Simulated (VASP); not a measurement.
# BN (F-43m) in VASP: a series of runs

The runs below take BN through vibrations by perturbation theory, with PBEsol.

Everything below comes from runs of VASP 6.6.1. Logs are shortened: lines on timing, memory, paths and dates and some standing lists are left out, and cuts for length are marked.

### Step 1. The cell of the first run

Symmetry: F-43m, No. 216, cubic system. Conventional cell: a = 3.536 Å, b = 3.536 Å, c = 3.536 Å, α = 90.00°, β = 90.00°, γ = 90.00°. Within 2.0 Å of B (site symmetry -43m) lie 4 N at 1.53 Å. Within 2.0 Å of N (site symmetry -43m) lie 4 B at 1.53 Å.

### Step 2. Vibrations by perturbation theory, PBEsol

The input, INCAR:

```
PREC = Accurate
ENCUT = 520
EDIFF = 1E-8
ISMEAR = 0
SIGMA = 0.01
LREAL = F
LASPH = T
NELM = 60
ALGO = Normal
ISIF = 2
LWAVE = F
LCHARG = F
GGA = PS
NBANDS = 11
IBRION = 8
NSW = 1
LEPSILON = T
```

The input, KPOINTS:

```
regular mesh
0
Gamma
  12 12 12
```

The input, POSCAR:

```
BN
1.0
    0.0000000000      1.7681357500      1.7681357500
    1.7681357500      0.0000000000      1.7681357500
    1.7681357500      1.7681357500      0.0000000000
B N
1 1
Direct
    0.0000000000      0.0000000000      0.0000000000
    0.7500000000      0.7500000000      0.7500000000
```

Potentials or basis: VASP PAW PBE potentials, release 64 (B, N).

Command:

```sh
cat potpaw_PBE.64/B/POTCAR potpaw_PBE.64/N/POTCAR > POTCAR
mpirun -np 1 vasp_std > vasp.out
```

OUTCAR:

```text
PREC = Accurate
   ENCUT = 520
   EDIFF = 1E-8
   ISMEAR = 0
   LREAL = F
   LASPH = T
   NELM = 60
   ISIF = 2
   GGA = PS
   IBRION = 8
   NSW = 1
   LEPSILON = T

 ion  position               nearest neighbor table
   1  0.000  0.000  0.000-   2 1.53   2 1.53   2 1.53   2 1.53
   2  0.750  0.750  0.750-   1 1.53   1 1.53   1 1.53   1 1.53

  LATTYP: Found a face centered cubic cell.
 ALAT       =     3.5362715000

  Lattice vectors:

 A1 = (   0.0000000000,   1.7681357500,   1.7681357500)
 A2 = (   1.7681357500,   0.0000000000,   1.7681357500)
 A3 = (   1.7681357500,   1.7681357500,   0.0000000000)

Analysis of symmetry for initial positions (statically):
=====================================================================
 Subroutine PRICEL returns:
 Original cell was already a primitive cell.

 Routine SETGRP: Setting up the symmetry group for a
 face centered cubic supercell.

 Subroutine GETGRP returns: Found 24 space group operations
 (whereof 24 operations were pure point group operations)
 out of a pool of 48 trial point group operations.

The static configuration has the point symmetry T_d .

Analysis of symmetry for dynamics (positions and initial velocities):
=====================================================================
 Subroutine PRICEL returns:
 Original cell was already a primitive cell.

 Routine SETGRP: Setting up the symmetry group for a
 face centered cubic supercell.

 Subroutine GETGRP returns: Found 24 space group operations
 (whereof 24 operations were pure point group operations)
 out of a pool of 48 trial point group operations.

The dynamic configuration has the point symmetry T_d .

 Subroutine INISYM returns: Found 24 space group operations
 (whereof 24 operations are pure point group operations),
 and found     1 'primitive' translations

----------------------------------------------------------------------------------------

                                     Primitive cell

  volume of cell :      11.0555

  direct lattice vectors                    reciprocal lattice vectors
     0.000000000  1.768135750  1.768135750    -0.282783717  0.282783717  0.282783717
     1.768135750  0.000000000  1.768135750     0.282783717 -0.282783717  0.282783717
     1.768135750  1.768135750  0.000000000     0.282783717  0.282783717 -0.282783717

  length of vectors
     2.500521558  2.500521558  2.500521558     0.489795766  0.489795766  0.489795766

  position of ions in fractional coordinates (direct lattice)
     0.000000000  0.000000000  0.000000000
     0.750000000  0.750000000  0.750000000

  ion indices of the primitive-cell ions
   primitive index   ion index
                 1           1
                 2           2

----------------------------------------------------------------------------------------

 KPOINTS: regular mesh

Automatic generation of k-mesh.
 Grid dimensions read from file:
 generate k-points for:   12   12   12

 Generating k-lattice:

  Cartesian coordinates                     Fractional coordinates (reciprocal lattice)
    -0.023565310  0.023565310  0.023565310     0.083333333  0.000000000  0.000000000
     0.023565310 -0.023565310  0.023565310     0.000000000  0.083333333  0.000000000
     0.023565310  0.023565310 -0.023565310     0.000000000  0.000000000  0.083333333

  Length of vectors
     0.040816314  0.040816314  0.040816314

  Shift w.r.t. Gamma in fractional coordinates (k-lattice)
     0.000000000  0.000000000  0.000000000

 Subroutine IBZKPT returns following result:
 ===========================================

 Found     72 irreducible k-points:

 Following reciprocal coordinates:
            Coordinates               Weight
  0.000000  0.000000  0.000000      1.000000
  0.083333  0.000000  0.000000      8.000000
  0.166667  0.000000  0.000000      8.000000
  0.250000  0.000000  0.000000      8.000000
[... 437 lines left out ...]
  volume of cell :       11.06
      direct lattice vectors                 reciprocal lattice vectors
     0.000000000  1.768135750  1.768135750    -0.282783717  0.282783717  0.282783717
     1.768135750  0.000000000  1.768135750     0.282783717 -0.282783717  0.282783717
     1.768135750  1.768135750  0.000000000     0.282783717  0.282783717 -0.282783717

 POSITION                                       TOTAL-FORCE (eV/Angst)
 -----------------------------------------------------------------------------------
      0.00000      0.00000      0.00000         0.000000     -0.000000     -0.000000
      2.65220      2.65220      2.65220        -0.000000      0.000000      0.000000
 -----------------------------------------------------------------------------------
    total drift:                               -0.000000     -0.000000     -0.000000

  FREE ENERGIE OF THE ION-ELECTRON SYSTEM (eV)
  ---------------------------------------------------
  free  energy   TOTEN  =       -18.2930960814 eV

  energy  without entropy=      -18.2930960814  energy(sigma->0) =      -18.29309608

 HEAD OF MICROSCOPIC STATIC DIELECTRIC TENSOR (INDEPENDENT PARTICLE, excluding Hartree and local field effects)
 ------------------------------------------------------
           4.702442    -0.000000    -0.000000
          -0.000000     4.702442    -0.000000
          -0.000000    -0.000000     4.702442
 ------------------------------------------------------

 Free energy of the ion-electron system (eV)
  ---------------------------------------------------
  ---------------------------------------------------
  free energy    TOTEN  =        -0.11669642 eV

  energy without entropy =       -0.11669642

------------------------ aborting loop because EDIFF is reached ----------------------------------------

--------------------------------------- Ionic step        2  -------------------------------------------

------------------------ aborting loop because EDIFF is reached ----------------------------------------

--------------------------------------- Ionic step        3  -------------------------------------------

------------------------ aborting loop because EDIFF is reached ----------------------------------------

 PIEZOELECTRIC TENSOR FIELD DIRECTION 3  (e Angst)
 -----------------------------------------------------------------------------
    -0.00034  0.71078  0.00000           ( -0.00000  0.00309  0.00000)
     0.71078 -0.00034  0.00000           (  0.00309 -0.00000  0.00000)
     0.00000  0.00000  0.00028           (  0.00000  0.00000 -0.00000)

 PIEZOELECTRIC TENSOR FIELD DIRECTION 3  (C/m^2)
 -----------------------------------------------------------------------------
    -0.00049  1.03007  0.00000
     1.03007 -0.00049  0.00000
     0.00000  0.00000  0.00041

--------------------------------------- Ionic step        4  -------------------------------------------

------------------------ aborting loop because EDIFF is reached ----------------------------------------

[... ionic steps 5 to 6 ...]

--------------------------------------- Ionic step        7  -------------------------------------------

 Free energy of the ion-electron system (eV)
  ---------------------------------------------------
  ---------------------------------------------------
  free energy    TOTEN  =        -0.23087874 eV

  energy without entropy =       -0.23087874

------------------------ aborting loop because EDIFF is reached ----------------------------------------

 INTERNAL STRAIN TENSOR  FOR ION    2  DIRECTION 1   (eV/Angst):
 -----------------------------------------------------------------------------
     0.00898  0.00000  0.00000
     0.00000 -0.00333  5.65198
     0.00000  5.65198 -0.00333

 MACROSCOPIC STATIC DIELECTRIC TENSOR (including local field effects in DFT)
 ------------------------------------------------------
           4.577888    -0.000000    -0.000000
           0.000000     4.577888    -0.000000
           0.000000     0.000000     4.577888
 ------------------------------------------------------

 PIEZOELECTRIC TENSOR (including local field effects)  for field in x, y, z        (e  Angst)
          XX          YY          ZZ          XY          YZ          ZX
  --------------------------------------------------------------------------------
  x     0.00000    -0.00000    -0.00000     0.00000     0.71135     0.00000
  y    -0.00000     0.00000     0.00000     0.00000     0.00000     0.71135
  z    -0.00000    -0.00000     0.00000     0.71135     0.00000     0.00000

 PIEZOELECTRIC TENSOR (including local field effects)  for field in x, y, z        (C/m^2)
          XX          YY          ZZ          XY          YZ          ZX
  --------------------------------------------------------------------------------
  x     0.00000    -0.00000    -0.00000     0.00000     1.03089     0.00000
  y    -0.00000     0.00000     0.00000     0.00000     0.00000     1.03089
  z    -0.00000    -0.00000     0.00000     1.03089     0.00000     0.00000

 BORN EFFECTIVE CHARGES (including local field effects) (in |e|, cummulative output)
 ---------------------------------------------------------------------------------
 ion    1
    1     1.87084     0.00000     0.00000
    2     0.00000     1.87084     0.00000
    3    -0.00000    -0.00000     1.87084
 ion    2
    1    -1.87084     0.00000     0.00000
    2     0.00000    -1.87084     0.00000
    3     0.00000     0.00000    -1.87084

 INTERNAL STRAIN TENSOR FOR ION    2 for displacements in x,y,z  (eV/Angst):
          X           Y           Z          XY          YZ          ZX
  --------------------------------------------------------------------------------
  x     0.00000    -0.00000    -0.00000     0.00000     5.65198     0.00000
  y    -0.00000     0.00000    -0.00000     0.00000     0.00000     5.65198
  z    -0.00000    -0.00000     0.00000     5.65198     0.00000     0.00000

 SECOND DERIVATIVES (NOT SYMMETRIZED)
 ------------------------------------
               1X          1Y          1Z          2X          2Y          2Z
  1X   -28.449892    0.000000    0.000000   28.449892    0.000000    0.000000
  1Y     0.000000  -28.449892    0.000000    0.000000   28.449892    0.000000
  1Z     0.000000    0.000000  -28.449892    0.000000    0.000000   28.449892
  2X    28.438532    0.000000    0.000000  -28.438532    0.000000    0.000000
  2Y     0.000000   28.438532    0.000000    0.000000  -28.438532    0.000000
  2Z     0.000000    0.000000   28.438532    0.000000    0.000000  -28.438532

 Eigenvectors and eigenvalues of the dynamical matrix
 ----------------------------------------------------

   1 f  =   33.757609 THz   212.105314 2PiTHz 1126.032638 cm-1   139.610191 meV
             X         Y         Z           dx          dy          dz
      0.000000  0.000000  0.000000     0.751253    0.000000    0.000000
      2.652204  2.652204  2.652204    -0.660014    0.000000    0.000000
[... 21 lines left out ...]
   6 f/i=    0.003343 THz     0.021002 2PiTHz    0.111495 cm-1     0.013824 meV
             X         Y         Z           dx          dy          dz
      0.000000  0.000000  0.000000    -0.076152   -0.242019   -0.609300
      2.652204  2.652204  2.652204    -0.086679   -0.275476   -0.693528

--------------------------------------------------------------------------------------------------------

 MACROSCOPIC STATIC DIELECTRIC TENSOR IONIC CONTRIBUTION
 ------------------------------------------------------
           2.014052     0.000000     0.000000
           0.000000     2.014052    -0.000000
           0.000000    -0.000000     2.014052
 ------------------------------------------------------

 ELASTIC MODULI CONTR FROM IONIC RELAXATION (kBar)
 Direction    XX          YY          ZZ          XY          YZ          ZX
 --------------------------------------------------------------------------------
 XX          -0.0000      0.0000      0.0000      0.0000     -0.0000     -0.0000
 YY           0.0000     -0.0000      0.0000      0.0000      0.0000      0.0000
 ZZ           0.0000      0.0000     -0.0000     -0.0000      0.0000     -0.0000
 XY           0.0000      0.0000     -0.0000   -157.9115     -0.0000      0.0000
 YZ          -0.0000      0.0000      0.0000     -0.0000   -157.9115     -0.0000
 ZX          -0.0000      0.0000     -0.0000      0.0000     -0.0000   -157.9115
 --------------------------------------------------------------------------------

 PIEZOELECTRIC TENSOR IONIC CONTR  for field in x, y, z        (C/m^2)
          XX          YY          ZZ          XY          YZ          ZX
  --------------------------------------------------------------------------------
  x    -0.00000     0.00000     0.00000    -0.00000    -0.53066    -0.00000
  y    -0.00000     0.00000    -0.00000     0.00000    -0.00000    -0.53066
  z     0.00000     0.00000    -0.00000    -0.53066    -0.00000     0.00000
```

It took 6.8 min on 1 thread of AMD EPYC 7R13, shared host; peak memory 0.16 GiB.

What came out:

* Electronic dielectric tensor (diagonal): 4.58
* Born charges (mean of the diagonal): B +1.87; N -1.87 e
* Highest phonon frequency at Γ, LO-TO splitting left out: 1126 cm⁻¹

Phonon frequencies in cm⁻¹ (negative: imaginary):
| q point | frequencies |
| --- | --- |
| (0.000, 0.000, 0.000) | 0 0 0 1126 1126 1126 |

Electronic dielectric tensor:
```
4.58 0.00 0.00
0.00 4.58 0.00
0.00 0.00 4.58
```

Born effective charge tensors (e):
atom 1, B
```
1.87 0.00 0.00
0.00 1.87 0.00
0.00 0.00 1.87
```
atom 2, N
```
-1.87  0.00  0.00
 0.00 -1.87  0.00
 0.00  0.00 -1.87
```

Caveat: the cell wasn't relaxed at this level first, which shifts response properties.

(Continued in part 2 of 2.)
